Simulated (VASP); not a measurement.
# GaN (P6_3mc) in VASP: notebook

GaN is run at these levels: PBEsol; tasks: single point.

All numbers are computed with VASP 6.6.1; they aren't measurements. Logs are shortened: lines on timing, memory, paths and dates and some standing lists are left out, and cuts for length are marked.

### 1 The cell of the first run

It takes space group P6_3mc (No. 186, hexagonal). Conventional cell: a = 3.183 Å, b = 3.183 Å, c = 5.185 Å, α = 90.00°, β = 90.00°, γ = 120.00°. Ga (site symmetry 3m) has 4 N at 1.95 Å within 2.6 Å. N (site symmetry 3m) has 4 Ga at 1.95 Å within 2.6 Å.

### 2 Single point, PBEsol

Contents of INCAR:

```
PREC = Accurate
ENCUT = 520
EDIFF = 1E-6
ISMEAR = -1
SIGMA = 0.1
LREAL = False
LASPH = True
NELM = 100
ALGO = Normal
ISIF = 2
LWAVE = False
LCHARG = False
GGA = PS
NBANDS = 26
```

Contents of KPOINTS:

```
Automatic mesh
0
Gamma
  10 10 6
```

Contents of POSCAR:

```
GaN
1.0
    3.1825745955      0.0000000000      0.0000000000
   -1.5912872977      2.7561904491      0.0000000000
    0.0000000000      0.0000000000      5.1854102025
Ga N
2 2
Direct
    0.3333333333      0.6666666667     -0.0008061560
    0.6666666667      0.3333333333      0.4991938440
    0.3333333333      0.6666666667      0.3758061560
    0.6666666667      0.3333333333      0.8758061560
```

Potentials or basis: VASP PAW PBE potentials, release 64 (Ga_d, N).

Started as:

```bash
$ cat potpaw_PBE.64/Ga_d/POTCAR potpaw_PBE.64/N/POTCAR > POTCAR
$ mpirun -np 1 vasp_std > vasp.out
```

OUTCAR:

```text
PREC = Accurate
   ENCUT = 520
   EDIFF = 1E-6
   ISMEAR = -1
   LREAL = False
   LASPH = True
   NELM = 100
   ISIF = 2
   GGA = PS

 ion  position               nearest neighbor table
   1  0.333  0.667  0.999-   4 1.95   4 1.95   4 1.95   3 1.95
   2  0.667  0.333  0.499-   3 1.95   3 1.95   3 1.95   4 1.95
   3  0.333  0.667  0.376-   2 1.95   2 1.95   2 1.95   1 1.95
   4  0.667  0.333  0.876-   1 1.95   1 1.95   1 1.95   2 1.95

  LATTYP: Found a hexagonal cell.
 ALAT       =     3.1825745955
 C/A-ratio  =     1.6293130128

  Lattice vectors:

 A1 = (   3.1825745955,   0.0000000000,   0.0000000000)
 A2 = (  -1.5912872977,   2.7561904491,   0.0000000000)
 A3 = (   0.0000000000,   0.0000000000,   5.1854102025)

Analysis of symmetry for initial positions (statically):
=====================================================================
 Subroutine PRICEL returns:
 Original cell was already a primitive cell.

 Routine SETGRP: Setting up the symmetry group for a
 hexagonal supercell.

 Subroutine GETGRP returns: Found 12 space group operations
 (whereof  6 operations were pure point group operations)
 out of a pool of 24 trial point group operations.

The static configuration has the point symmetry C_3v.
 The point group associated with its full space group is C_6v.

Analysis of symmetry for dynamics (positions and initial velocities):
=====================================================================
 Subroutine PRICEL returns:
 Original cell was already a primitive cell.

 Routine SETGRP: Setting up the symmetry group for a
 hexagonal supercell.

 Subroutine GETGRP returns: Found 12 space group operations
 (whereof  6 operations were pure point group operations)
 out of a pool of 24 trial point group operations.

The dynamic configuration has the point symmetry C_3v.
 The point group associated with its full space group is C_6v.

 Subroutine INISYM returns: Found 12 space group operations
 (whereof  6 operations are pure point group operations),
 and found     1 'primitive' translations

----------------------------------------------------------------------------------------

                                     Primitive cell

  volume of cell :      45.4853

  direct lattice vectors                    reciprocal lattice vectors
     3.182574596  0.000000000  0.000000000     0.314211017  0.181409815  0.000000000
    -1.591287298  2.756190449  0.000000000     0.000000000  0.362819630  0.000000000
     0.000000000  0.000000000  5.185410202     0.000000000  0.000000000  0.192848774

  length of vectors
     3.182574596  3.182574595  5.185410202     0.362819630  0.362819630  0.192848774

  position of ions in fractional coordinates (direct lattice)
     0.333333333  0.666666667  0.999193844
     0.666666667  0.333333333  0.499193844
     0.333333333  0.666666667  0.375806156
     0.666666667  0.333333333  0.875806156

  ion indices of the primitive-cell ions
   primitive index   ion index
                 1           1
                 2           2
                 3           3
                 4           4

----------------------------------------------------------------------------------------

 KPOINTS: Automatic mesh

Automatic generation of k-mesh.
 Grid dimensions read from file:
 generate k-points for:   10   10    6

 Generating k-lattice:

  Cartesian coordinates                     Fractional coordinates (reciprocal lattice)
     0.031421102  0.018140982  0.000000000     0.100000000  0.000000000  0.000000000
     0.000000000  0.036281963  0.000000000     0.000000000  0.100000000  0.000000000
     0.000000000  0.000000000  0.032141462     0.000000000  0.000000000  0.166666667

  Length of vectors
     0.036281963  0.036281963  0.032141462

  Shift w.r.t. Gamma in fractional coordinates (k-lattice)
     0.000000000  0.000000000  0.000000000

 Subroutine IBZKPT returns following result:
 ===========================================

 Found     56 irreducible k-points:

 Following reciprocal coordinates:
            Coordinates               Weight
  0.000000  0.000000  0.000000      1.000000
  0.100000  0.000000  0.000000      6.000000
  0.200000  0.000000  0.000000      6.000000
  0.300000  0.000000  0.000000      6.000000
  0.400000  0.000000  0.000000      6.000000
  0.500000  0.000000  0.000000      3.000000
[... 16 lines left out ...]
  0.300000  0.100000  0.166667     24.000000
  0.400000  0.100000  0.166667     24.000000
 [... further k-points ...]
   k-points           NKPTS =     56   k-points in BZ     NKDIM =     56   number of bands    NBANDS=     26
   number of dos      NEDOS =    301   number of ions     NIONS =      4
   total plane-waves  NPLWV =  23040
   dimension x,y,z NGX =    24 NGY =   24 NGZ =   40
   dimension x,y,z NGXF=    48 NGYF=   48 NGZF=   80
   ions per type =               2   2
   NGX,Y,Z   is equivalent  to a cutoff of  12.54, 12.54, 12.82 a.u.
   NGXF,Y,Z  is equivalent  to a cutoff of  25.07, 25.07, 25.65 a.u.
 SYSTEM =  unknown system
   PREC   = accura    normal or accurate (medium, high low for compatibility)
   ISTART =      0    job   : 0-new  1-cont  2-samecut
   ICHARG =      2    charge: 1-file 2-atom 10-const
   ISPIN  =      1    spin polarized calculation?
   LNONCOLLINEAR =      F non collinear calculations
   LSORBIT =      F    spin-orbit coupling
   LASPH  =      T    aspherical Exc in radial PAW
   ENCUT  =  520.0 eV  38.22 Ry    6.18 a.u.   5.92  5.92  9.64*2*pi/ulx,y,z
   NELM   =    100;   NELMIN=  2; NELMDL= -5     # of ELM steps
   EDIFF  = 0.1E-05   stopping-criterion for ELM
   LREAL  =      F    real-space projection
   EDIFFG = 0.1E-04   stopping-criterion for IOM
   NSW    =      0    number of steps for IOM
   IBRION =     -1    ionic relax: 0-MD 1-quasi-New 2-CG
   NFREE  =      0    steps in history (QN), initial steepest desc. (CG)
   ISIF   =      2    stress and relaxation
   ISYM   =      2    0-nonsym 1-usesym 2-fastsym
   POTIM  = 0.5000    time-step for ionic-motion
   TEBEG  =    0.0;   TEEND  =   0.0 temperature during run
   PSTRESS=    0.0 pullay stress
   NELECT =      36.0000    total number of electrons
   NUPDOWN=      -1.0000    fix difference up-down
   EMIN   =  10.00;   EMAX   =-10.00  energy-range for DOS
   EFERMI =   0.00;   METHOD = LEGACY
   ISMEAR =    -1;   SIGMA  =   0.10  broadening in eV -4-tet -1-fermi 0-gaus
   EFERMI_NEDOS =   21; number of points for ismear=-14 and -15
   IALGO  =     38    algorithm
   IMIX   =      4    mixing-type and parameters
     AMIX     =   0.40;   BMIX     =  1.00
     AMIX_MAG =   1.60;   BMIX_MAG =  1.00
  volume/ion in A,a.u.               =      11.37        76.74
  Fermi-wavevector in a.u.,A,eV,Ry     =   1.514324  2.861657 31.200553  2.293176
  Thomas-Fermi vector in A             =   2.623996
   LORBIT       =      0    0 simple, 1 ext, 2 COOP (PROOUT), +10 PAW based schemes
   GGA     = PS    functional components
   LHFCALC =     F    Hartree Fock is set to
   AEXX    =    0.0000 exact exchange contribution
   IVDW    =     0    specifies the selected vdW correction
   LEPSILON=     F    determine dielectric tensor
   LRPA    =     F    only Hartree local field effects (RPA)
 non-spin polarized calculation
  energy-cutoff  :      520.00
  volume of cell :       45.49
 maximum number of plane-waves:      1244
 NGX is ok and might be reduce to    24
   NGX = 11   NGY = 11   NGZ = 19

 number of electron      35.9999993 magnetization

 Free energy of the ion-electron system (eV)
  ---------------------------------------------------
  ext. energy  EPLUGINS =         0.00000000
  ---------------------------------------------------
  free energy    TOTEN  =       -26.26856823 eV

  energy without entropy =      -26.26856619  energy(sigma->0) =      -26.26856721

 E-fermi :   6.3098     XC(G=0): -11.9286

 val. band max:        5.2369022969   @ k =   0.0000   0.0000   0.0000
 cond. band min:       7.1303785928   @ k =   0.0000   0.0000   0.0000
 fundamental gap:      1.8934762958
 Fermi energy:         6.3097997604

 k-point     1 :       0.0000    0.0000    0.0000
  band No.  band energies     occupation
      1     -10.7808      2.00000
      2      -9.8120      2.00000
      3      -8.1694      2.00000
      4      -8.1536      2.00000
      5      -8.1536      2.00000
      6      -8.0908      2.00000
[... 18 lines left out ...]
     25      16.8895      0.00000
     26      16.8895      0.00000

 k-point     2 :       0.1000    0.0000    0.0000
  band No.  band energies     occupation
      1     -10.6797      2.00000
      2      -9.7854      2.00000
      3      -8.1595      2.00000
      4      -8.1389      2.00000
      5      -8.1230      2.00000
      6      -8.0793      2.00000
[... 18 lines left out ...]
     25      16.4492      0.00000
     26      17.1085      0.00000

 k-point     3 :       0.2000    0.0000    0.0000
  band No.  band energies     occupation
      1     -10.4160      2.00000
      2      -9.7256      2.00000
      3      -8.1273      2.00000
      4      -8.1069      2.00000
      5      -8.0549      2.00000
      6      -8.0181      2.00000
[... 18 lines left out ...]
     25      16.6053      0.00000
     26      17.5797      0.00000

 k-point     4 :       0.3000    0.0000    0.0000
  band No.  band energies     occupation
      1     -10.1078      2.00000
      2      -9.6708      2.00000
      3      -8.1034      2.00000
      4      -8.0836      2.00000
      5      -8.0073      2.00000
      6      -7.9541      2.00000
[... 18 lines left out ...]
     25      16.5815      0.00000
     26      18.2228      0.00000
[... 496 lines left out ...]
      1     -10.1542      2.00000
      2      -9.6997      2.00000
      3      -8.1003      2.00000
      4      -8.0920      2.00000
      5      -8.0331      2.00000
      6      -8.0049      2.00000
[... 18 lines left out ...]
     25      16.2418      0.00000
     26      17.8218      0.00000

 k-point    23 :       0.3000    0.1000    0.1667
  band No.  band energies     occupation
      1      -9.9163      2.00000
      2      -9.6537      2.00000
      3      -8.0958      2.00000
      4      -8.0772      2.00000
      5      -8.0011      2.00000
      6      -7.9444      2.00000
[... 18 lines left out ...]
     25      16.5083      0.00000
     26      18.2294      0.00000

 k-point    24 :       0.4000    0.1000    0.1667
  band No.  band energies     occupation
      1      -9.7932      2.00000
      2      -9.6357      2.00000
      3      -8.1046      2.00000
      4      -8.0704      2.00000
      5      -7.9854      2.00000
      6      -7.9437      2.00000
[... 18 lines left out ...]
     25      17.1191      0.00000
     26      18.5411      0.00000

 [... further k-points ...]
[... 5 lines left out ...]
  --------------------------------------------------------------------------------------
  -------------------------------------------------------------------------------------
  Total       -0.0440643     -0.0440643     -0.0329057     -0.0000000      0.0000000     -0.0000000
  in kB       -1.5521230     -1.5521230     -1.1590744     -0.0000000      0.0000000     -0.0000000
  external PRESSURE =      -1.4211068 kB  Pullay stress =       0.0000000 kB

 VOLUME and BASIS-vectors are now :
 -----------------------------------------------------------------------------
  energy-cutoff  :      520.00
  volume of cell :       45.49
      direct lattice vectors                 reciprocal lattice vectors
     3.182574596  0.000000000  0.000000000     0.314211017  0.181409815  0.000000000
    -1.591287298  2.756190449  0.000000000     0.000000000  0.362819630  0.000000000
     0.000000000  0.000000000  5.185410202     0.000000000  0.000000000  0.192848774

 POSITION                                       TOTAL-FORCE (eV/Angst)
 -----------------------------------------------------------------------------------
     -0.00000      1.83746      5.18123        -0.000000      0.000000     -0.000353
      1.59129      0.91873      2.58852         0.000000     -0.000000     -0.000353
     -0.00000      1.83746      1.94871        -0.000000      0.000000      0.000353
      1.59129      0.91873      4.54141         0.000000      0.000000      0.000353
 -----------------------------------------------------------------------------------
    total drift:                               -0.000001     -0.000001     -0.000611

  FREE ENERGIE OF THE ION-ELECTRON SYSTEM (eV)
  ---------------------------------------------------
  free  energy   TOTEN  =       -26.2685682323 eV

  energy  without entropy=      -26.2685661870  energy(sigma->0) =      -26.26856721
```

Run time: 43 s. Hardware: 1 thread of Intel Xeon Platinum 8488C (Sapphire Rapids), shared host; peak memory 0.19 GiB.

What came out:

* Free energy: -26.2686 eV
* Pressure: -0.1 GPa
* Band gap on the k mesh: 1.89 eV

Levels at points of the mesh, in eV from the valence-band top:
```csv
k point,band 16,band 17,band 18,band 19,band 20,band 21
"(0.00, 0.00, 0.00)",-0.04,0.00,0.00,1.89,4.21,9.11
"(0.50, 0.00, 0.00)",-2.79,-2.26,-1.01,4.95,5.51,5.95
"(0.00, 0.00, 0.50)",-0.54,-0.54,-0.54,4.22,4.22,8.38
"(0.50, 0.00, 0.50)",-1.97,-1.92,-1.92,4.30,4.30,7.71
```

Caveat: the PAW data sets were made with another functional, which shifts forces and pressure a little.

### 3 Single point, PBEsol, non-collinear spin, zero start, spin-orbit coupling

Contents of INCAR:

```
ALGO     = Normal         # electronic algorithm
EDIFF    = 1E-7           # SCF threshold, eV
ENCUT    = 520            # plane-wave cutoff, eV
GGA      = PS             # functional
GGA_COMPAT= False        
ISIF     = 2              # what is computed and relaxed
ISMEAR   = 0              # smearing method
LASPH    = True           # aspherical terms in the spheres
LCHARG   = False          # write CHGCAR
LORBIT   = 11             # projections on sites
LORBMOM  = True         
LREAL    = False          # projectors in reciprocal space
LSORBIT  = True           # spin-orbit coupling
LWAVE    = False          # write WAVECAR
MAGMOM   = 0 0 0 0 0 0 0 0 0 0 0 0 # initial moments
NBANDS   = 50             # bands
NELM     = 150            # most SCF steps
PREC     = Accurate       # precision mode
SIGMA    = 0.01           # smearing width, eV
```

Contents of KPOINTS:

```
k-points
0
Gamma
  8 8 4
```

POSCAR is that of step 2.

Potentials or basis: VASP PAW PBE potentials, release 64 (Ga_d, N).

Started as:

```bash
$ cat potpaw_PBE.64/Ga_d/POTCAR potpaw_PBE.64/N/POTCAR > POTCAR
$ mpirun -np 1 vasp_ncl > vasp.out
```

Wall time 2.3 min (1 thread of Intel Xeon Platinum 8488C (Sapphire Rapids), shared host); peak memory 0.32 GiB.

The run converged. Its results:

- Free energy: -26.2789 eV
- Pressure: -0.2 GPa
- Net moment: 0.00 μB per cell
- Valence electrons inside the program's atomic spheres: Ga 11.88; N 3.73

Moments on the atoms (μB; x, y, z):
```
Ga  0.00 0.00 0.00
Ga  0.00 0.00 0.00
N   0.00 0.00 0.00
N   0.00 0.00 0.00
```

Caveat: the PAW data sets were made with another functional, which shifts forces and pressure a little.
